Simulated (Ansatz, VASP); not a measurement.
## InSb: VASP beside Ansatz

```xyz
2
Lattice="0.0000 3.2391 3.3039 3.2391 0.0000 3.3039 3.2391 3.2391 0.0000" Properties=species:S:1:pos:R:3 pbc="T T T"
In    0.0000    0.0000    0.0000
Sb    4.8586    4.8586    4.9558
```

Change from the starting cell: zz strain of +2 %, crystal datasets.

Alike in both runs: task electric field gradients; functional LDA; k mesh 10 × 10 × 10; occupations fermi-dirac, width 0.03 eV; no spin polarisation.

|  | VASP | Ansatz |
| --- | --- | --- |
| version | VASP 6.6.1 | Ansatz 0.2.0 |
| potentials or method | VASP PAW LDA potentials, release 64 (In_d, Sb), cutoff 520 eV | all-electron PAW with datasets made for the crystal, scalar-relativistic |

```tsv
	VASP	Ansatz	Ansatz less VASP
pressure (GPa)	-1.3	-1.4	-0.06
traceless stress, the component that is largest in VASP (GPa)	-0.40	-0.40	0.000
size of Vzz on the site where it differs most (V/Å²)	4.7	5.1	+0.35
```

LDA's correlation is that of Perdew and Zunger in VASP and of Perdew and Wang (1992) in Ansatz. Ansatz ran all-electron here, and VASP with PAW potentials.

Neither program's run includes spin-orbit coupling.
